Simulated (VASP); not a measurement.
# Ti3HN3 in VASP: further runs, part 2 of 2

VASP 6.6.1.

**3. Relaxation of the atoms, PBE**

File INCAR:

```
PREC = Accurate ; ENCUT = 520
EDIFF = 1E-6 ; ISMEAR = 0
SIGMA = 0.1 ; LREAL = F
LASPH = T ; NELM = 80
ALGO = Fast ; ISIF = 2
LWAVE = F ; LCHARG = F
LDIPOL = T ; IDIPOL = 3
DIPOL = 0.5 0.5 0.330 ; GGA = PE
IBRION = 2 ; NSW = 36
EDIFFG = -0.025
```

File KPOINTS:

```
Automatic mesh
0
Gamma
  9 9 1
```

File POSCAR:

```
Ti3HN3
1.0
    3.0028555065      0.0000000000      0.0000000000
    0.0000000000      3.0028555065      0.0000000000
    0.0000000000      0.0000000000     19.7584945265
Ti N H
3 3 1
Selective dynamics
Direct
    0.5000000000      0.5000000000      0.2024445736  F F F
    0.0000000000      0.0000000000      0.3072496201  F F F
    0.5000000000      0.5000000000      0.4076776418  F F F
    0.0000000000      0.0000000000      0.2024445736  F F F
    0.5000000000      0.5000000000      0.3055678856  F F F
    0.0000000000      0.0000000000      0.4179718508  F F F
    0.0000000000      0.1250000000      0.4688083795  F F T
```

Potentials or basis: VASP PAW PBE potentials, release 64 (Ti_sv, N, H).

Started as:

```
$ cat potpaw_PBE.64/Ti_sv/POTCAR potpaw_PBE.64/N/POTCAR potpaw_PBE.64/H/POTCAR > POTCAR
$ mpirun -np 1 vasp_std > vasp.out
```

OUTCAR:

```text
PREC = Accurate
   ENCUT = 520
   EDIFF = 1E-6
   ISMEAR = 0
   LREAL = F
   LASPH = T
   NELM = 80
   ISIF = 2
   GGA = PE
   IBRION = 2
   NSW = 36
   EDIFFG = -0.025

 ion  position               nearest neighbor table
   1  0.500  0.500  0.202-   5 2.04   4 2.12   4 2.12   4 2.12   4 2.12
   2  0.000  0.000  0.307-   4 2.07   5 2.12   5 2.12   5 2.12   5 2.12   6 2.19   3 2.91   3 2.91
                             3 2.91   3 2.91
   3  0.500  0.500  0.408-   5 2.02   6 2.13   6 2.13   6 2.13   6 2.13   2 2.91   2 2.91   2 2.91
                             2 2.91
   4  0.000  0.000  0.202-   2 2.07   1 2.12   1 2.12   1 2.12   1 2.12
   5  0.500  0.500  0.306-   3 2.02   1 2.04   2 2.12   2 2.12   2 2.12   2 2.12
   6  0.000  0.000  0.418-   7 1.07   3 2.13   3 2.13   3 2.13   3 2.13   2 2.19
   7  0.000  0.125  0.469-   6 1.07

  LATTYP: Found a simple tetragonal cell.
 ALAT       =     3.0028555065
 C/A-ratio  =     6.5799018580

  Lattice vectors:

 A1 = (   3.0028555065,   0.0000000000,   0.0000000000)
 A2 = (   0.0000000000,   3.0028555065,   0.0000000000)
 A3 = (   0.0000000000,   0.0000000000,  19.7584945265)

Analysis of symmetry for initial positions (statically):
=====================================================================
 Subroutine PRICEL returns:
 Original cell was already a primitive cell.

 Routine SETGRP: Setting up the symmetry group for a
 simple tetragonal supercell.

 Subroutine GETGRP returns: Found  2 space group operations
 (whereof  2 operations were pure point group operations)
 out of a pool of 16 trial point group operations.

The static configuration has the point symmetry C_1h.

Analysis of symmetry for dynamics (positions and initial velocities):
=====================================================================
 Subroutine PRICEL returns:
 Original cell was already a primitive cell.

 Routine SETGRP: Setting up the symmetry group for a
 simple tetragonal supercell.

 Subroutine GETGRP returns: Found  2 space group operations
 (whereof  2 operations were pure point group operations)
 out of a pool of 16 trial point group operations.

The dynamic configuration has the point symmetry C_1h.

Analysis of constrained symmetry for selective dynamics:
=====================================================================
 Subroutine PRICEL returns:
 Original cell was already a primitive cell.

 Routine SETGRP: Setting up the symmetry group for a
 simple tetragonal supercell.

 Subroutine GETGRP returns: Found  2 space group operations
 (whereof  2 operations were pure point group operations)
 out of a pool of 16 trial point group operations.

The constrained configuration has the point symmetry C_1h.

 Subroutine INISYM returns: Found  2 space group operations
 (whereof  2 operations are pure point group operations),
[... 156 lines left out ...]
  free energy    TOTEN  =       -59.75545525 eV

  energy without entropy =      -59.74442196  energy(sigma->0) =      -59.74993861

------------------------ aborting loop because EDIFF is reached ----------------------------------------

  FORCE on cell =-STRESS in cart. coord.  units (eV):
  Direction    XX          YY          ZZ          XY          YZ          ZX
  --------------------------------------------------------------------------------------
  -------------------------------------------------------------------------------------
  Total       -0.8081331     -0.8453526      0.6293403      0.0000000     -0.4561827      0.0000000
  in kB       -7.2672613     -7.6019630      5.6594391      0.0000000     -4.1022929      0.0000000
  external PRESSURE =      -3.0699284 kB  Pullay stress =       0.0000000 kB

 VOLUME and BASIS-vectors are now :
 -----------------------------------------------------------------------------
  energy-cutoff  :      520.00
  volume of cell :      178.17
      direct lattice vectors                 reciprocal lattice vectors
     3.002855506  0.000000000  0.000000000     0.333016357  0.000000000  0.000000000
     0.000000000  3.002855506  0.000000000     0.000000000  0.333016357  0.000000000
     0.000000000  0.000000000 19.758494527     0.000000000  0.000000000  0.050611143

 POSITION                                       TOTAL-FORCE (eV/Angst)
 -----------------------------------------------------------------------------------
      1.50143      1.50143      4.00000         0.000000      0.042699      1.611965
      0.00000      0.00000      6.07079         0.000000      0.147674     -0.303293
      1.50143      1.50143      8.05510         0.000000      0.190519     -1.167085
      0.00000      0.00000      4.00000         0.000000     -0.041703     -1.504219
      1.50143      1.50143      6.03756         0.000000     -0.030533     -0.083043
      0.00000      0.00000      8.25849         0.000000     -0.151605      1.228506
      0.00000      0.37536      9.26295         0.000000     -0.157051      0.217169
 -----------------------------------------------------------------------------------
    total drift:                                0.000000     -0.000517     -0.027928

  FREE ENERGIE OF THE ION-ELECTRON SYSTEM (eV)
  ---------------------------------------------------
  free  energy   TOTEN  =       -59.7554552493 eV

  energy  without entropy=      -59.7444219645  energy(sigma->0) =      -59.74993861

--------------------------------------- Ionic step        2  -------------------------------------------

 number of electron      52.0000000 magnetization

 dipolmoment           0.000000      0.000000      0.027525 electrons x Angstroem

 Free energy of the ion-electron system (eV)
  ---------------------------------------------------
  ext. energy  EPLUGINS =         0.00000000
  ---------------------------------------------------
  free energy    TOTEN  =       -59.75631192 eV

  energy without entropy =      -59.74529618  energy(sigma->0) =      -59.75080405

 E-fermi :   1.9792     XC(G=0):  -5.3912

 val. band max:        1.9629185349   @ k =   0.0000   0.1111   0.0000
 cond. band min:       2.0799477891   @ k =   0.0000   0.2222   0.0000
 fundamental gap:      0.1170292542
 Fermi energy:         1.9792051923

 k-point     1 :       0.0000    0.0000    0.0000
  band No.  band energies     occupation
      1     -56.0340      2.00000
      2     -55.7496      2.00000
      3     -55.5833      2.00000
      4     -32.4943      2.00000
      5     -32.1529      2.00000
      6     -32.1125      2.00000
[... 805 lines left out ...]
     30       4.0870      0.00000
     31       4.2644      0.00000

 [... further k-points ...]

------------------------ aborting loop because EDIFF is reached ----------------------------------------

 vacuum level on the upper side and lower side of the slab       (xc-potential included)         0.083        -0.457

  FORCE on cell =-STRESS in cart. coord.  units (eV):
  Direction    XX          YY          ZZ          XY          YZ          ZX
  --------------------------------------------------------------------------------------
  -------------------------------------------------------------------------------------
  Total       -0.8533585     -0.8885563      0.5265564      0.0000000     -0.5178580      0.0000000
  in kB       -7.6739575     -7.9904786      4.7351396      0.0000000     -4.6569180      0.0000000
  external PRESSURE =      -3.6430989 kB  Pullay stress =       0.0000000 kB

 VOLUME and BASIS-vectors are now :
 -----------------------------------------------------------------------------
  energy-cutoff  :      520.00
  volume of cell :      178.17
      direct lattice vectors                 reciprocal lattice vectors
     3.002855506  0.000000000  0.000000000     0.333016357  0.000000000  0.000000000
     0.000000000  3.002855506  0.000000000     0.000000000  0.333016357  0.000000000
     0.000000000  0.000000000 19.758494527     0.000000000  0.000000000  0.050611143

 POSITION                                       TOTAL-FORCE (eV/Angst)
 -----------------------------------------------------------------------------------
      1.50143      1.50143      4.00000         0.000000      0.044140      1.601345
      0.00000      0.00000      6.07079         0.000000      0.147504     -0.305178
      1.50143      1.50143      8.05510         0.000000      0.178767     -1.132265
      0.00000      0.00000      4.00000         0.000000     -0.043585     -1.488120
      1.50143      1.50143      6.03756         0.000000     -0.029978     -0.090935
      0.00000      0.00000      8.25849         0.000000     -0.077211      1.437273
      0.00000      0.37536      9.27342         0.000000     -0.219636     -0.022118
 -----------------------------------------------------------------------------------
    total drift:                                0.000000      0.000168      0.001202

  FREE ENERGIE OF THE ION-ELECTRON SYSTEM (eV)
  ---------------------------------------------------
  free  energy   TOTEN  =       -59.7563119157 eV

  energy  without entropy=      -59.7452961800  energy(sigma->0) =      -59.75080405

 reached required accuracy - stopping structural energy minimisation

 vacuum level on the upper side and lower side of the slab         4.948         4.388
```

Run time: 15 min. Hardware: 1 thread of Oxide Virtual Turin-like, shared host; peak memory 0.33 GiB.

Results:

| Item | Value |
| --- | --- |
| Free energy | -59.7563 eV |
| Energy gained by relaxing | 0.1 meV/atom |
| Ionic steps | 2 |
| Band gap on the k mesh | zero (bands 26 and 27 overlap by 1.70 eV) |

Step by step:
```tsv
step	energy change (eV)	largest force on free atoms (eV/Å)	pressure (GPa)
1	0.0000	0.2172	-0.31
2	-0.0009	0.0221	-0.36
```

Final structure:
```
Ti N H
1.0
     3.00286    0.00000    0.00000
     0.00000    3.00286    0.00000
     0.00000    0.00000   19.75849
Ti N H
3 3 1
Direct
  0.50000 0.50000 0.20244
  0.00000 0.00000 0.30725
  0.50000 0.50000 0.40768
  0.00000 0.00000 0.20244
  0.50000 0.50000 0.30557
  0.00000 0.00000 0.41797
  0.00000 0.12500 0.46934
```

Levels at points of the mesh, in eV from the Fermi level:
```tsv
k point	band 23	band 24	band 25	band 26	band 27	band 28	band 29	band 30
(0.00, 0.00, 0.00)	-2.92	-2.37	-2.37	-1.94	-0.87	-0.52	-0.06	-0.05
```
